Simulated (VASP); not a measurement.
# HfBeC2N (P4/mmm) in VASP: further runs

The runs below take HfBeC2N through single point, relaxation of cell and atoms, with PBE.

All numbers are computed with VASP 6.6.1; they aren't measurements. Logs are shortened: lines on timing, memory, paths and dates and some standing lists are left out, and cuts for length are marked.

**1. The cell of the first run**

The structure is tetragonal, space group P4/mmm (No. 123). Conventional cell: a = 3.719 Å, b = 3.719 Å, c = 3.719 Å, α = 90.00°, β = 90.00°, γ = 90.00°. Within 3.5 Å of Hf (site symmetry 4/mmm) lie 8 C at 2.63 Å and 4 N at 2.63 Å and 8 Be at 3.22 Å. Be (site symmetry 4/mmm) has 4 C at 1.86 Å and 2 N at 1.86 Å within 2.5 Å. Within 2.5 Å of C (site symmetry mmm) lie 2 Be at 1.86 Å. N (site symmetry 4/mmm) has 2 Be at 1.86 Å within 2.5 Å.

**2. Single point, PBE**

Input file INCAR:

```
SYSTEM = HfBeC2N
PREC = Accurate
ENCUT = 520
EDIFF = 1E-6
ISMEAR = 0
SIGMA = 0.1
LREAL = .FALSE.
LASPH = .TRUE.
NELM = 100
ALGO = Normal
ISIF = 2
LWAVE = .FALSE.
LCHARG = .TRUE.
GGA = PE
LELF = .TRUE.
LVHAR = .TRUE.
NBANDS = 20
```

Input file KPOINTS:

```
Automatic mesh
0
G
  6 6 6
  0 0 0
```

Input file POSCAR:

```
HfBeC2N
1.0
    3.7189007200      0.0000000000      0.0000000000
    0.0000000000      3.7189007200      0.0000000000
    0.0000000000      0.0000000000      3.7189007200
Hf Be C N
1 1 2 1
Direct
    0.5000000000      0.5000000000      0.5000000000
    0.0000000000      0.0000000000      0.0000000000
    0.5000000000      0.0000000000      0.0000000000
    0.0000000000      0.5000000000      0.0000000000
    0.0000000000      0.0000000000      0.5000000000
```

Potentials or basis: VASP PAW PBE potentials, release 64 (Hf_pv, Be, C, N).

Command:

```console
$ cat potpaw_PBE.64/Hf_pv/POTCAR potpaw_PBE.64/Be/POTCAR potpaw_PBE.64/C/POTCAR potpaw_PBE.64/N/POTCAR > POTCAR
$ mpirun -np 1 vasp_std > vasp.out
```

OUTCAR:

```text
SYSTEM = HfBeC2N
   PREC = Accurate
   ENCUT = 520
   EDIFF = 1E-6
   ISMEAR = 0
   LREAL = .FALSE.
   LASPH = .TRUE.
   NELM = 100
   ISIF = 2
   GGA = PE

 ion  position               nearest neighbor table
   1  0.500  0.500  0.500-   3 2.63   4 2.63   5 2.63   3 2.63   4 2.63   3 2.63   5 2.63   3 2.63
                             4 2.63   5 2.63   4 2.63   5 2.63
   2  0.000  0.000  0.000-   3 1.86   4 1.86   5 1.86   5 1.86   4 1.86   3 1.86
   3  0.500  0.000  0.000-   2 1.86   2 1.86   1 2.63   1 2.63   1 2.63   1 2.63
   4  0.000  0.500  0.000-   2 1.86   2 1.86   1 2.63   1 2.63   1 2.63   1 2.63
   5  0.000  0.000  0.500-   2 1.86   2 1.86   1 2.63   1 2.63   1 2.63   1 2.63

  LATTYP: Found a simple cubic cell.
 ALAT       =     3.7189007200

  Lattice vectors:

 A1 = (   3.7189007200,   0.0000000000,   0.0000000000)
 A2 = (   0.0000000000,   3.7189007200,   0.0000000000)
 A3 = (   0.0000000000,   0.0000000000,   3.7189007200)

Analysis of symmetry for initial positions (statically):
=====================================================================
 Subroutine PRICEL returns:
 Original cell was already a primitive cell.

 Routine SETGRP: Setting up the symmetry group for a
 simple cubic supercell.

 Subroutine GETGRP returns: Found 16 space group operations
 (whereof 16 operations were pure point group operations)
 out of a pool of 48 trial point group operations.

The static configuration has the point symmetry D_4h.

Analysis of symmetry for dynamics (positions and initial velocities):
=====================================================================
 Subroutine PRICEL returns:
 Original cell was already a primitive cell.

 Routine SETGRP: Setting up the symmetry group for a
 simple cubic supercell.

 Subroutine GETGRP returns: Found 16 space group operations
 (whereof 16 operations were pure point group operations)
 out of a pool of 48 trial point group operations.

The dynamic configuration has the point symmetry D_4h.

 Subroutine INISYM returns: Found 16 space group operations
 (whereof 16 operations are pure point group operations),
 and found     1 'primitive' translations

----------------------------------------------------------------------------------------

                                     Primitive cell

  volume of cell :      51.4332

  direct lattice vectors                    reciprocal lattice vectors
     3.718900720  0.000000000  0.000000000     0.268896665  0.000000000  0.000000000
     0.000000000  3.718900720  0.000000000     0.000000000  0.268896665  0.000000000
     0.000000000  0.000000000  3.718900720     0.000000000  0.000000000  0.268896665

  length of vectors
     3.718900720  3.718900720  3.718900720     0.268896665  0.268896665  0.268896665

  position of ions in fractional coordinates (direct lattice)
     0.500000000  0.500000000  0.500000000
     0.000000000  0.000000000  0.000000000
     0.500000000  0.000000000  0.000000000
     0.000000000  0.500000000  0.000000000
     0.000000000  0.000000000  0.500000000

  ion indices of the primitive-cell ions
   primitive index   ion index
                 1           1
                 2           2
                 3           3
                 4           4
                 5           5

----------------------------------------------------------------------------------------

 KPOINTS: Automatic mesh

Automatic generation of k-mesh.
 Grid dimensions read from file:
 generate k-points for:    6    6    6

 Generating k-lattice:

  Cartesian coordinates                     Fractional coordinates (reciprocal lattice)
     0.044816111  0.000000000  0.000000000     0.166666667  0.000000000  0.000000000
     0.000000000  0.044816111  0.000000000     0.000000000  0.166666667  0.000000000
     0.000000000  0.000000000  0.044816111     0.000000000  0.000000000  0.166666667

  Length of vectors
     0.044816111  0.044816111  0.044816111

  Shift w.r.t. Gamma in fractional coordinates (k-lattice)
     0.000000000  0.000000000  0.000000000

[... 46 lines left out ...]
  ---------------------------------------------------
  free energy    TOTEN  =       -35.30032277 eV

  energy without entropy =      -35.28251016  energy(sigma->0) =      -35.29141647

 E-fermi :   5.7634     XC(G=0): -11.7172

 val. band max:        5.7622295517   @ k =   0.1667   0.5000   0.3333
 cond. band min:       5.7657149761   @ k =   0.3333   0.0000   0.0000
 fundamental gap:      0.0034854244
 Fermi energy:         5.7633725143

 k-point     1 :       0.0000    0.0000    0.0000
  band No.  band energies     occupation
      1     -25.9200      2.00000
      2     -25.9200      2.00000
      3     -25.9181      2.00000
      4      -9.6442      2.00000
      5      -4.7543      2.00000
      6      -2.1872      2.00000
[... 12 lines left out ...]
     19       7.8031      0.00000
     20       7.9593      0.00000

 k-point     2 :       0.1667    0.0000    0.0000
  band No.  band energies     occupation
      1     -25.9433      2.00000
      2     -25.9177      2.00000
      3     -25.9157      2.00000
      4      -9.4386      2.00000
      5      -4.8436      2.00000
      6      -2.7984      2.00000
[... 12 lines left out ...]
     19       8.9229      0.00000
     20       9.2306      0.00000

 k-point     3 :       0.0000    0.0000    0.1667
  band No.  band energies     occupation
      1     -25.9416      2.00000
      2     -25.9176      2.00000
      3     -25.9176      2.00000
      4      -9.4531      2.00000
      5      -5.1738      2.00000
      6      -2.0383      2.00000
[... 12 lines left out ...]
     19       9.1669      0.00000
     20       9.2427      0.00000

 k-point     4 :       0.3333    0.0000    0.0000
  band No.  band energies     occupation
      1     -25.9895      2.00000
      2     -25.9130      2.00000
      3     -25.9108      2.00000
      4      -8.9310      2.00000
      5      -5.3541      2.00000
      6      -3.3175      2.00000
[... 429 lines left out ...]
 k-point    23 :       0.1667    0.1667    0.1667
  band No.  band energies     occupation
      1     -25.9396      2.00000
      2     -25.9368      2.00000
      3     -25.9360      2.00000
      4      -9.0911      2.00000
      5      -5.1554      2.00000
      6      -3.1473      2.00000
[... 12 lines left out ...]
     19      10.2177      0.00000
     20      10.9519      0.00000

 k-point    24 :       0.3333    0.1667    0.1667
  band No.  band energies     occupation
      1     -25.9831      2.00000
      2     -25.9329      2.00000
      3     -25.9308      2.00000
      4      -8.6938      2.00000
      5      -5.2246      2.00000
      6      -3.8826      2.00000
[... 12 lines left out ...]
     19      10.8713      0.00000
     20      11.4815      0.00000

 [... further k-points ...]

------------------------ aborting loop because EDIFF is reached ----------------------------------------

  FORCE on cell =-STRESS in cart. coord.  units (eV):
  Direction    XX          YY          ZZ          XY          YZ          ZX
  --------------------------------------------------------------------------------------
  -------------------------------------------------------------------------------------
  Total       -7.0995261     -7.0995261     -5.8909473      0.0000000     -0.0000000     -0.0000000
  in kB     -221.1547087   -221.1547087   -183.5067168      0.0000000     -0.0000000     -0.0000000
  external PRESSURE =    -208.6053781 kB  Pullay stress =       0.0000000 kB

 VOLUME and BASIS-vectors are now :
 -----------------------------------------------------------------------------
  energy-cutoff  :      520.00
  volume of cell :       51.43
      direct lattice vectors                 reciprocal lattice vectors
     3.718900720  0.000000000  0.000000000     0.268896665  0.000000000  0.000000000
     0.000000000  3.718900720  0.000000000     0.000000000  0.268896665  0.000000000
     0.000000000  0.000000000  3.718900720     0.000000000  0.000000000  0.268896665

 POSITION                                       TOTAL-FORCE (eV/Angst)
 -----------------------------------------------------------------------------------
      1.85945      1.85945      1.85945         0.000000      0.000000      0.000000
      0.00000      0.00000      0.00000         0.000000      0.000000      0.000000
      1.85945      0.00000      0.00000         0.000000      0.000000      0.000000
      0.00000      1.85945      0.00000         0.000000      0.000000      0.000000
      0.00000      0.00000      1.85945         0.000000      0.000000      0.000000
 -----------------------------------------------------------------------------------
    total drift:                                0.000000      0.000000      0.000000

  FREE ENERGIE OF THE ION-ELECTRON SYSTEM (eV)
  ---------------------------------------------------
  free  energy   TOTEN  =       -35.3003227663 eV

  energy  without entropy=      -35.2825101647  energy(sigma->0) =      -35.29141647
```

Wall time 20 s (1 thread of Intel Xeon 6975P-C (Granite Rapids), shared host); peak memory 0.18 GiB.

Results:

```
Free energy            : -35.3003 eV
Pressure               : -20.9 GPa
Band gap on the k mesh : zero (an odd number of electrons rules out a gap without spin polarisation)
```

Stress tensor (GPa, compression positive):
```
-22.12   0.00   0.00
  0.00 -22.12   0.00
  0.00   0.00 -18.35
```

Caveat: the cell stands under tension; spin-orbit coupling is left out, which moves the levels of the heavy elements; an odd number of electrons without spin polarisation forces a metal; a magnetic or distorted state may lie lower.

**3. Single point, PBE**

This run uses another cell than the first one, of 9.42 Å³/atom.

Edit INCAR of step 2 so:

```diff
@@ -12,6 +12,4 @@
 LWAVE = .FALSE.
-LCHARG = .TRUE.
+LCHARG = .FALSE.
 GGA = PE
-LELF = .TRUE.
-LVHAR = .TRUE.
 NBANDS = 20
```

Input file KPOINTS:

```
regular mesh
0
G
  12 12 10
  0 0 0
```

Edit POSCAR of step 2 so:

```diff
@@ -2,5 +2,5 @@
 1.0
-    3.7189007200      0.0000000000      0.0000000000
-    0.0000000000      3.7189007200      0.0000000000
-    0.0000000000      0.0000000000      3.7189007200
+    3.2869017561      0.0000000000      0.0000000000
+    0.0000000000      3.2869017561      0.0000000000
+    0.0000000000      0.0000000000      4.3604655156
 Hf Be C N
```

Potentials or basis: VASP PAW PBE potentials, release 64 (Hf_pv, Be, C, N).

Command:

```console
$ cat potpaw_PBE.64/Hf_pv/POTCAR potpaw_PBE.64/Be/POTCAR potpaw_PBE.64/C/POTCAR potpaw_PBE.64/N/POTCAR > POTCAR
$ mpirun -np 1 vasp_std > vasp.out
```

Wall time 50 s (1 thread of Intel Xeon 6975P-C (Granite Rapids), shared host); peak memory 0.28 GiB.

Results (log left out):

| Quantity | Value |
| --- | --- |
| Free energy | -35.9499 eV |
| Pressure | -1.3 GPa |
| Band gap on the k mesh | zero (an odd number of electrons rules out a gap without spin polarisation) |

Stress tensor (GPa, compression positive):
```
-1.42  0.00  0.00
 0.00 -1.42  0.00
 0.00  0.00 -1.01
```

Levels at points of the mesh, in eV from the Fermi level:
```
           k point  band 11  band 12  band 13  band 14  band 15  band 16
(0.00, 0.00, 0.00)    -1.18     0.16     1.23     1.29     2.54     2.54
(0.50, 0.00, 0.00)    -1.68    -0.25    -0.08    -0.02     1.12     3.11
(0.50, 0.50, 0.00)    -3.17    -2.32    -2.32     4.07     4.86     5.15
(0.00, 0.00, 0.50)    -1.76    -1.67    -1.67     2.14     2.14     3.64
(0.50, 0.00, 0.50)    -1.55    -1.19    -1.05     0.19     0.81     4.05
(0.50, 0.50, 0.50)    -0.30     1.01     1.01     2.02     2.70     2.70
```

Caveat: spin-orbit coupling is left out, which moves the levels of the heavy elements; an odd number of electrons without spin polarisation forces a metal; a magnetic or distorted state may lie lower.

**4. Relaxation of cell and atoms, PBE**

This run uses another cell than the first one, of 9.06 Å³/atom.

Input file INCAR:

```
SYSTEM = HfBeC2N
PREC = Accurate
ENCUT = 600
EDIFF = 1E-6
ISMEAR = 0
SIGMA = 0.1
LREAL = .False.
LASPH = .True.
NELM = 80
ALGO = Normal
ISIF = 3
LWAVE = .False.
LCHARG = .False.
GGA = PE
IBRION = 2
NSW = 100
EDIFFG = -0.01
```

Input file KPOINTS:

```
regular mesh
0
Gamma
  12 12 10
  0 0 0
```

Edit POSCAR of step 3 so:

```diff
@@ -2,5 +2,5 @@
 1.0
-    3.2869017561      0.0000000000      0.0000000000
-    0.0000000000      3.2869017561      0.0000000000
-    0.0000000000      0.0000000000      4.3604655156
+    3.4360775020      0.0000000000      0.0000000000
+    0.0000000000      3.4360775020      0.0000000000
+    0.0000000000      0.0000000000      3.8373516122
 Hf Be C N
```

Command:

```console
$ cat potpaw_PBE.64/Hf_pv/POTCAR potpaw_PBE.64/Be/POTCAR potpaw_PBE.64/C/POTCAR potpaw_PBE.64/N/POTCAR > POTCAR
$ mpirun -np 1 vasp_std > vasp.out
```

It took 11 min on 1 thread of Intel Xeon 6975P-C (Granite Rapids), shared host; peak memory 0.31 GiB.

Results (log left out):

* Free energy: -35.9537 eV
* Relaxed volume: 9.33 Å³/atom
* Relaxed cell: a = 3.283 Å, b = 3.283 Å, c = 4.330 Å, α = 90.00°, β = 90.00°, γ = 90.00°
* Space group after relaxing (to 0.1 Å): P4/mmm (No. 123)
* Energy gained by relaxing: 20.3 meV/atom
* Ionic steps: 18
* Pressure after relaxing: 0.0 GPa
* Band gap on the k mesh: zero (an odd number of electrons rules out a gap without spin polarisation)

Stress tensor (GPa, compression positive):
```
-0.02  0.00  0.00
 0.00 -0.02  0.00
 0.00  0.00  0.17
```

Step by step:
| step | energy change (eV) | largest force (eV/Å) | pressure (GPa) | volume (Å³) |
| --- | --- | --- | --- | --- |
| 1 | 0.0000 | 0.0000 | -1.48 | 45.31 |
| 2 | -0.0032 | 0.0000 | 1.06 | 44.76 |
| 3 | -0.0033 | 0.0000 | 0.66 | 44.84 |
| 4 | -0.0062 | 0.0000 | 0.70 | 44.87 |
| 5 | -0.0161 | 0.0000 | 0.92 | 44.95 |
| 6 | -0.0458 | 0.0000 | 1.97 | 45.05 |
| 7 | -0.0701 | 0.0000 | 6.78 | 45.10 |
| 8 | -0.0779 | 0.0000 | 4.95 | 45.11 |
| 9 | -0.0774 | 0.0000 | 5.35 | 45.11 |
| 10 | -0.0781 | 0.0000 | 5.31 | 45.14 |
| 11 | -0.0798 | 0.0000 | 5.25 | 45.22 |
| 12 | -0.0823 | 0.0000 | 5.16 | 45.38 |
| 13 | -0.0827 | 0.0000 | 5.03 | 45.70 |
| 14 | -0.0834 | 0.0000 | 5.10 | 45.56 |
| 15 | -0.0862 | 0.0000 | 4.66 | 45.65 |
| 16 | -0.0930 | 0.0000 | 3.44 | 45.91 |
| 17 | -0.1006 | 0.0000 | 1.08 | 46.42 |
| 18 | -0.1014 | 0.0000 | 0.04 | 46.66 |

Final structure:
```
Hf Be C N
1.0
     3.28253    0.00000    0.00000
     0.00000    3.28253    0.00000
     0.00000    0.00000    4.33033
Hf Be C N
1 1 2 1
Cartesian
  1.6413 1.6413 2.1652
  0.0000 0.0000 0.0000
  1.6413 0.0000 0.0000
  0.0000 1.6413 0.0000
  0.0000 0.0000 2.1652
```

Levels at points of the mesh, in eV from the Fermi level:
| k point | band 9 | band 10 | band 11 | band 12 | band 13 | band 14 | band 15 | band 16 |
| --- | --- | --- | --- | --- | --- | --- | --- | --- |
| (0.00, 0.00, 0.00) | -5.39 | -1.17 | -1.17 | 0.20 | 1.21 | 1.33 | 2.54 | 2.54 |
| (0.50, 0.00, 0.00) | -4.98 | -2.41 | -1.69 | -0.27 | -0.08 | -0.03 | 1.11 | 3.12 |
| (0.50, 0.50, 0.00) | -3.39 | -3.21 | -3.21 | -2.31 | -2.31 | 4.08 | 4.85 | 5.22 |
| (0.00, 0.00, 0.50) | -4.21 | -2.29 | -1.76 | -1.69 | -1.69 | 2.13 | 2.13 | 3.66 |
| (0.50, 0.00, 0.50) | -3.71 | -2.06 | -1.53 | -1.25 | -1.02 | 0.22 | 0.80 | 4.07 |
| (0.50, 0.50, 0.50) | -4.05 | -4.05 | -0.27 | 1.05 | 1.05 | 2.06 | 2.78 | 2.78 |

Caveat: spin-orbit coupling is left out, which moves the levels of the heavy elements; an odd number of electrons without spin polarisation forces a metal; a magnetic or distorted state may lie lower.

**5. Single point, PBE**

This run uses another cell than the first one, of 9.06 Å³/atom.

Input file INCAR:

```
SYSTEM = HfBeC2N
  PREC = Accurate
  ENCUT = 520
  EDIFF = 1E-6
  ISMEAR = 0
  SIGMA = 0.1
  LREAL = .False.
  LASPH = .True.
  NELM = 100
  ALGO = Normal
  ISIF = 2
  LWAVE = .False.
  LCHARG = .False.
  GGA = PE
  NBANDS = 20
```

Input file KPOINTS:

```
Automatic mesh
0
Gamma
  6 6 6
  0 0 0
```

POSCAR is that of step 4.

Command:

```console
$ cat potpaw_PBE.64/Hf_pv/POTCAR potpaw_PBE.64/Be/POTCAR potpaw_PBE.64/C/POTCAR potpaw_PBE.64/N/POTCAR > POTCAR
$ mpirun -np 1 vasp_std > vasp.out
```

Run time: 77 s. Hardware: 1 thread of Oxide Virtual Turin-like, shared host; peak memory 0.15 GiB.

It converged, with:

| Property | Result |
| --- | --- |
| Free energy | -35.8888 eV |
| Pressure | -1.5 GPa |
| Band gap on the k mesh | zero (an odd number of electrons rules out a gap without spin polarisation) |

Stress tensor (GPa, compression positive):
```
-1.74  0.00  0.00
 0.00 -1.74  0.00
 0.00  0.00 -1.07
```

Levels at points of the mesh, in eV from the Fermi level:
| k point | band 11 | band 12 | band 13 | band 14 | band 15 | band 16 |
| --- | --- | --- | --- | --- | --- | --- |
| (0.00, 0.00, 0.00) | -0.90 | 0.72 | 1.31 | 1.57 | 2.08 | 2.19 |
| (0.50, 0.00, 0.00) | -1.25 | -0.99 | -0.82 | -0.65 | 0.17 | 2.64 |
| (0.50, 0.50, 0.00) | -3.38 | -1.99 | -1.99 | 3.04 | 3.25 | 4.48 |
| (0.00, 0.00, 0.50) | -2.16 | -2.16 | -1.79 | 1.06 | 1.06 | 2.98 |
| (0.50, 0.00, 0.50) | -2.49 | -1.07 | 0.05 | 0.32 | 1.03 | 3.34 |
| (0.50, 0.50, 0.50) | 0.55 | 1.85 | 1.85 | 3.00 | 3.30 | 4.10 |

Caveat: spin-orbit coupling is left out, which moves the levels of the heavy elements; an odd number of electrons without spin polarisation forces a metal; a magnetic or distorted state may lie lower.

**6. Summary**

| task | cell | k mesh | cutoff (eV) | gap on the mesh (eV) | pressure (GPa) |
| --- | --- | --- | --- | --- | --- |
| single point | a = 3.719 Å, 5 atoms | 6 × 6 × 6 | 520 | none | -20.9 |
| single point | a = 3.287, b = 3.287, c = 4.360 Å, 5 atoms | 12 × 12 × 10 | 520 | none | -1.3 |
| relaxation of cell and atoms | relaxed from a = 3.436, b = 3.436, c = 3.837 Å, 5 atoms | 12 × 12 × 10 | 600 | none | 0.0 |
| single point | a = 3.436, b = 3.436, c = 3.837 Å, 5 atoms | 6 × 6 × 6 | 520 | none | -1.5 |

Alike in all rows: level PBE; potentials or basis VASP PAW PBE potentials, release 64 (Hf_pv, Be, C, N); no spin polarisation; smearing gaussian 0.1 eV.

Caveats: spin-orbit coupling is left out, which moves the levels of the heavy elements; an odd number of electrons without spin polarisation forces a metal; a magnetic or distorted state may lie lower; the cell stands under tension (at least some runs).

Total energies depend on the potentials used, so only differences within one code and one set of settings carry meaning.

The gap in the log of VASP goes by the Fermi energy; the results here count the filled bands.